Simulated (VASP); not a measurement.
# InO in VASP: further runs

The runs below take InO through single point, with LDA.

Program: VASP 6.6.1. These are calculated values, not measurements. Logs are shortened: lines on timing, memory, paths and dates and some standing lists are left out, and cuts for length are marked.

## 1. The cell of the first run

The cell holds a slab with vacuum, 4 atoms: a = 3.250 Å, b = 3.250 Å, c = 17.929 Å, α = 90.00°, β = 90.00°, γ = 120.00°.

## 2. Single point, LDA

The input, INCAR:

```
SYSTEM = InO
PREC     = Accurate       ! precision mode
ENCUT    = 520            ! plane-wave cutoff, eV
EDIFF    = 1E-6           ! SCF threshold, eV
ISMEAR   = 0              ! smearing method
SIGMA    = 0.03           ! smearing width, eV
LREAL    = .False.        ! projectors in reciprocal space
LASPH    = .True.         ! aspherical terms in the spheres
NELM     = 60             ! most SCF steps
ALGO     = Normal         ! electronic algorithm
ISIF     = 2              ! what is computed and relaxed
LWAVE    = .False.        ! write WAVECAR
LCHARG   = .False.        ! write CHGCAR
NBANDS   = 27             ! bands
```

The input, KPOINTS:

```
regular mesh
0
Gamma
  12 12 4
  0 0 0
```

The input, POSCAR:

```
InO
1.0
    3.2499750169      0.0000000000      0.0000000000
   -1.6249875085      2.8145609263      0.0000000000
    0.0000000000      0.0000000000     17.9291077610
In O
2 2
Direct
    0.6666666667      0.3333333333      0.5900210000
    0.6666666667      0.3333333333      0.4099790000
    0.0000000000      0.0000000000      0.6398670000
    0.0000000000      0.0000000000      0.3601330000
```

Potentials or basis: VASP PAW LDA potentials, release 64 (In_d, O).

On the command line:

```console
$ cat potpaw_LDA.64/In_d/POTCAR potpaw_LDA.64/O/POTCAR > POTCAR
$ mpirun -np 1 vasp_std > vasp.out
```

OUTCAR:

```text
SYSTEM = InO
   PREC = Accurate
   ENCUT = 520
   EDIFF = 1E-6
   ISMEAR = 0
   LREAL = .False.
   LASPH = .True.
   NELM = 60
   ISIF = 2

 ion  position               nearest neighbor table
   1  0.667  0.333  0.590-   3 2.08   3 2.08   3 2.08   2 3.23
   2  0.667  0.333  0.410-   4 2.08   4 2.08   4 2.08   1 3.23
   3  0.000  0.000  0.640-   1 2.08   1 2.08   1 2.08
   4  0.000  0.000  0.360-   2 2.08   2 2.08   2 2.08

  LATTYP: Found a hexagonal cell.
 ALAT       =     3.2499750169
 C/A-ratio  =     5.5166909492

  Lattice vectors:

 A1 = (   3.2499750169,   0.0000000000,   0.0000000000)
 A2 = (  -1.6249875085,   2.8145609263,   0.0000000000)
 A3 = (   0.0000000000,   0.0000000000,  17.9291077610)

Analysis of symmetry for initial positions (statically):
=====================================================================
 Subroutine PRICEL returns:
 Original cell was already a primitive cell.

 Routine SETGRP: Setting up the symmetry group for a
 hexagonal supercell.

 Subroutine GETGRP returns: Found 12 space group operations
 (whereof 12 operations were pure point group operations)
 out of a pool of 24 trial point group operations.

The static configuration has the point symmetry D_3h.

Analysis of symmetry for dynamics (positions and initial velocities):
=====================================================================
 Subroutine PRICEL returns:
 Original cell was already a primitive cell.

 Routine SETGRP: Setting up the symmetry group for a
 hexagonal supercell.

 Subroutine GETGRP returns: Found 12 space group operations
 (whereof 12 operations were pure point group operations)
 out of a pool of 24 trial point group operations.

The dynamic configuration has the point symmetry D_3h.

 Subroutine INISYM returns: Found 12 space group operations
 (whereof 12 operations are pure point group operations),
 and found     1 'primitive' translations

----------------------------------------------------------------------------------------

                                     Primitive cell

  volume of cell :     164.0021

  direct lattice vectors                    reciprocal lattice vectors
     3.249975017  0.000000000  0.000000000     0.307694673  0.177647602  0.000000000
    -1.624987509  2.814560926  0.000000000     0.000000000  0.355295205  0.000000000
     0.000000000  0.000000000 17.929107761     0.000000000  0.000000000  0.055775224

  length of vectors
     3.249975017  3.249975017 17.929107761     0.355295205  0.355295205  0.055775224

  position of ions in fractional coordinates (direct lattice)
     0.666666667  0.333333333  0.590021000
     0.666666667  0.333333333  0.409979000
     0.000000000  0.000000000  0.639867000
     0.000000000  0.000000000  0.360133000

  ion indices of the primitive-cell ions
   primitive index   ion index
                 1           1
                 2           2
                 3           3
                 4           4

----------------------------------------------------------------------------------------

 KPOINTS: regular mesh

Automatic generation of k-mesh.
 Grid dimensions read from file:
 generate k-points for:   12   12    4

 Generating k-lattice:

  Cartesian coordinates                     Fractional coordinates (reciprocal lattice)
     0.025641223  0.014803967  0.000000000     0.083333333 -0.000000000  0.000000000
     0.000000000  0.029607934  0.000000000     0.000000000  0.083333333  0.000000000
     0.000000000  0.000000000  0.013943806     0.000000000  0.000000000  0.250000000

  Length of vectors
     0.029607934  0.029607934  0.013943806

  Shift w.r.t. Gamma in fractional coordinates (k-lattice)
     0.000000000  0.000000000  0.000000000

 Subroutine IBZKPT returns following result:
 ===========================================

 Found     57 irreducible k-points:

 Following reciprocal coordinates:
            Coordinates               Weight
  0.000000  0.000000  0.000000      1.000000
  0.083333  0.000000  0.000000      6.000000
  0.166667  0.000000  0.000000      6.000000
  0.250000  0.000000  0.000000      6.000000
  0.333333 -0.000000  0.000000      6.000000
  0.416667 -0.000000  0.000000      6.000000
[... 16 lines left out ...]
  0.250000  0.000000  0.250000     12.000000
  0.333333 -0.000000  0.250000     12.000000
 [... further k-points ...]
   k-points           NKPTS =     57   k-points in BZ     NKDIM =     57   number of bands    NBANDS=     27
   number of dos      NEDOS =    301   number of ions     NIONS =      4
   total plane-waves  NPLWV =  80640
   dimension x,y,z NGX =    24 NGY =   24 NGZ =  140
   dimension x,y,z NGXF=    48 NGYF=   48 NGZF=  280
   ions per type =               2   2
   NGX,Y,Z   is equivalent  to a cutoff of  12.28, 12.28, 12.98 a.u.
   NGXF,Y,Z  is equivalent  to a cutoff of  24.55, 24.55, 25.96 a.u.
 SYSTEM =  InO
   PREC   = accura    normal or accurate (medium, high low for compatibility)
   ISTART =      0    job   : 0-new  1-cont  2-samecut
   ICHARG =      2    charge: 1-file 2-atom 10-const
   ISPIN  =      1    spin polarized calculation?
   LNONCOLLINEAR =      F non collinear calculations
   LSORBIT =      F    spin-orbit coupling
   LASPH  =      T    aspherical Exc in radial PAW
   ENCUT  =  520.0 eV  38.22 Ry    6.18 a.u.   6.04  6.04 33.34*2*pi/ulx,y,z
   NELM   =     60;   NELMIN=  2; NELMDL= -5     # of ELM steps
   EDIFF  = 0.1E-05   stopping-criterion for ELM
   LREAL  =      F    real-space projection
   EDIFFG = 0.1E-04   stopping-criterion for IOM
   NSW    =      0    number of steps for IOM
   IBRION =     -1    ionic relax: 0-MD 1-quasi-New 2-CG
   NFREE  =      0    steps in history (QN), initial steepest desc. (CG)
   ISIF   =      2    stress and relaxation
   ISYM   =      2    0-nonsym 1-usesym 2-fastsym
   POTIM  = 0.5000    time-step for ionic-motion
   TEBEG  =    0.0;   TEEND  =   0.0 temperature during run
   PSTRESS=    0.0 pullay stress
   NELECT =      38.0000    total number of electrons
   NUPDOWN=      -1.0000    fix difference up-down
   EMIN   =  10.00;   EMAX   =-10.00  energy-range for DOS
   EFERMI =   0.00;   METHOD = LEGACY
   ISMEAR =     0;   SIGMA  =   0.03  broadening in eV -4-tet -1-fermi 0-gaus
   EFERMI_NEDOS =   21; number of points for ismear=-14 and -15
   IALGO  =     38    algorithm
   IMIX   =      4    mixing-type and parameters
     AMIX     =   0.40;   BMIX     =  1.00
     AMIX_MAG =   1.60;   BMIX_MAG =  1.00
  volume/ion in A,a.u.               =      41.00       276.69
  Fermi-wavevector in a.u.,A,eV,Ry     =   1.005510  1.900138 13.756166  1.011050
  Thomas-Fermi vector in A             =   2.138194
   LORBIT       =      0    0 simple, 1 ext, 2 COOP (PROOUT), +10 PAW based schemes
   GGA     = CA    functional components
   LHFCALC =     F    Hartree Fock is set to
   AEXX    =    0.0000 exact exchange contribution
   IVDW    =     0    specifies the selected vdW correction
   LEPSILON=     F    determine dielectric tensor
   LRPA    =     F    only Hartree local field effects (RPA)
 non-spin polarized calculation
 Gauss-broadening in eV      SIGMA  =   0.03
  energy-cutoff  :      520.00
  volume of cell :      164.00
 maximum number of plane-waves:      4488
   NGX = 13   NGY = 13   NGZ = 67

 number of electron      38.0000019 magnetization

 Free energy of the ion-electron system (eV)
  ---------------------------------------------------
  ext. energy  EPLUGINS =         0.00000000
  ---------------------------------------------------
  free energy    TOTEN  =       -21.71064493 eV

  energy without entropy =      -21.70935508  energy(sigma->0) =      -21.71000001

 E-fermi :  -1.7309     XC(G=0):  -4.8900

 val. band max:       -1.7580244657   @ k =   0.3333   0.2500   0.0000
 cond. band min:      -1.7237741343   @ k =   0.0833   0.0000   0.2500
 fundamental gap:      0.0342503314
 Fermi energy:        -1.7309239556

 k-point     1 :       0.0000    0.0000    0.0000
  band No.  band energies     occupation
      1     -20.2139      2.00000
      2     -20.2051      2.00000
      3     -15.7767      2.00000
      4     -15.7767      2.00000
      5     -15.7636      2.00000
      6     -15.7636      2.00000
[... 19 lines left out ...]
     26       7.8734      0.00000
     27       8.9954      0.00000

 k-point     2 :       0.0833    0.0000    0.0000
  band No.  band energies     occupation
      1     -20.1987      2.00000
      2     -20.1906      2.00000
      3     -15.7625      2.00000
      4     -15.7488      2.00000
      5     -15.7435      2.00000
      6     -15.7354      2.00000
[... 19 lines left out ...]
     26       7.8858      0.00000
     27       8.0009      0.00000

 k-point     3 :       0.1667    0.0000    0.0000
  band No.  band energies     occupation
      1     -20.1608      2.00000
      2     -20.1545      2.00000
      3     -15.7138      2.00000
      4     -15.6816      2.00000
      5     -15.6749      2.00000
      6     -15.6599      2.00000
[... 19 lines left out ...]
     26       6.5484      0.00000
     27       7.6900      0.00000

 k-point     4 :       0.2500    0.0000    0.0000
  band No.  band energies     occupation
      1     -20.1177      2.00000
      2     -20.1133      2.00000
      3     -15.6543      2.00000
      4     -15.6091      2.00000
      5     -15.5860      2.00000
      6     -15.5642      2.00000
[... 19 lines left out ...]
     26       6.7761      0.00000
     27       7.0904      0.00000
[... 516 lines left out ...]
      4     -15.6816      2.00000
      5     -15.6749      2.00000
      6     -15.6599      2.00000
[... 19 lines left out ...]
     26       6.7194      0.00000
     27       7.6925      0.00000

 k-point    23 :       0.2500    0.0000    0.2500
  band No.  band energies     occupation
      1     -20.1177      2.00000
      2     -20.1132      2.00000
      3     -15.6543      2.00000
      4     -15.6091      2.00000
      5     -15.5860      2.00000
      6     -15.5642      2.00000
[... 19 lines left out ...]
     26       6.5831      0.00000
     27       7.3513      0.00000

 k-point    24 :       0.3333   -0.0000    0.2500
  band No.  band energies     occupation
      1     -20.0846      2.00000
      2     -20.0812      2.00000
      3     -15.6473      2.00000
      4     -15.5935      2.00000
      5     -15.5268      2.00000
      6     -15.4903      2.00000
[... 19 lines left out ...]
     26       7.3518      0.00000
     27       7.4571      0.00000

 [... further k-points ...]
[... 5 lines left out ...]
  --------------------------------------------------------------------------------------
  -------------------------------------------------------------------------------------
  Total        3.0462279      3.0462279     -4.3874418     -0.0000000     -0.0000000     -0.0000000
  in kB       29.7593618     29.7593618    -42.8620167     -0.0000000     -0.0000000     -0.0000000
  external PRESSURE =       5.5522356 kB  Pullay stress =       0.0000000 kB

 VOLUME and BASIS-vectors are now :
 -----------------------------------------------------------------------------
  energy-cutoff  :      520.00
  volume of cell :      164.00
      direct lattice vectors                 reciprocal lattice vectors
     3.249975017  0.000000000  0.000000000     0.307694673  0.177647602  0.000000000
    -1.624987509  2.814560926  0.000000000     0.000000000  0.355295205  0.000000000
     0.000000000  0.000000000 17.929107761     0.000000000  0.000000000  0.055775224

 POSITION                                       TOTAL-FORCE (eV/Angst)
 -----------------------------------------------------------------------------------
      1.62499      0.93819     10.57855         0.000000     -0.000000     -0.808980
      1.62499      0.93819      7.35056         0.000000     -0.000000      0.808980
      0.00000      0.00000     11.47224        -0.000000      0.000000     -0.341034
      0.00000      0.00000      6.45686        -0.000000      0.000000      0.341034
 -----------------------------------------------------------------------------------
    total drift:                               -0.000000      0.000000      0.000000

  FREE ENERGIE OF THE ION-ELECTRON SYSTEM (eV)
  ---------------------------------------------------
  free  energy   TOTEN  =       -21.7106449293 eV

  energy  without entropy=      -21.7093550837  energy(sigma->0) =      -21.71000001
```

It took 6 min on 1 thread of Intel Xeon Platinum 8488C (Sapphire Rapids), shared host; peak memory 0.35 GiB.

What came out:

- Free energy: -21.7106 eV
- Largest force: 0.809 eV/Å
- Band gap on the k mesh: zero (bands 19 and 20 overlap by 0.44 eV)

Forces in eV/Å, atoms in the order of the input:
```
In   0.000  0.000 -0.809
In   0.000  0.000  0.809
O    0.000  0.000 -0.341
O    0.000  0.000  0.341
```

Caveat: spin-orbit coupling is left out, which moves the levels of the heavy elements.

## 3. Single point, LDA

This run uses another cell than the first one, of the same volume but with other edges.

The input, INCAR:

```
  ALGO = Normal
  EDIFF = 1E-7
  ENCUT = 520
  GGA = CA
  ISIF = 2
  ISMEAR = 0
  LASPH = T
  LCHARG = T
  LELF = T
  LREAL = F
  LVHAR = T
  LWAVE = F
  NBANDS = 27
  NELM = 60
  PREC = Accurate
  SIGMA = 0.03
```

The input, KPOINTS:

```
k-points
0
Gamma
  12 12 4
```

The input, POSCAR:

```
InO
1.0
    3.3456169015      0.0000000000      0.0000000000
   -1.6728084508      2.8973892280      0.0000000000
    0.0000000000      0.0000000000     16.9186732734
In O
2 2
Direct
    0.6666666667      0.3333333333      0.5900210000
    0.6666666667      0.3333333333      0.4099790000
    0.0000000000      0.0000000000      0.6398670000
    0.0000000000      0.0000000000      0.3601330000
```

Potentials or basis: VASP PAW LDA potentials, release 64 (In_d, O).

On the command line:

```console
$ cat potpaw_LDA.64/In_d/POTCAR potpaw_LDA.64/O/POTCAR > POTCAR
$ mpirun -np 1 vasp_std > vasp.out
```

Wall time 10 min (1 thread of Intel Xeon Platinum 8488C (Sapphire Rapids), shared host); peak memory 0.38 GiB.

It converged, with:

```
Free energy            : -22.0312 eV
Largest force          : 0.470 eV/Å
Band gap on the k mesh : zero (bands 19 and 20 overlap by 0.02 eV)
```

Forces in eV/Å, atoms in the order of the input:
```
In   0.000  0.000 -0.470
In   0.000  0.000  0.470
O    0.000  0.000 -0.453
O    0.000  0.000  0.453
```

Levels at points of the mesh, in eV from the Fermi level:
```
           k point  band 17  band 18  band 19  band 20  band 21  band 22
(0.00, 0.00, 0.00)    -2.00    -2.00    -1.16    -0.02     2.93     5.94
(0.50, 0.00, 0.00)    -2.89    -2.56    -0.42     2.06     3.66     4.55
(0.00, 0.00, 0.50)    -2.00    -2.00    -1.16    -0.02     2.93     5.88
(0.50, 0.00, 0.50)    -2.89    -2.56    -0.42     2.06     3.66     4.55
```

Caveat: spin-orbit coupling is left out, which moves the levels of the heavy elements.
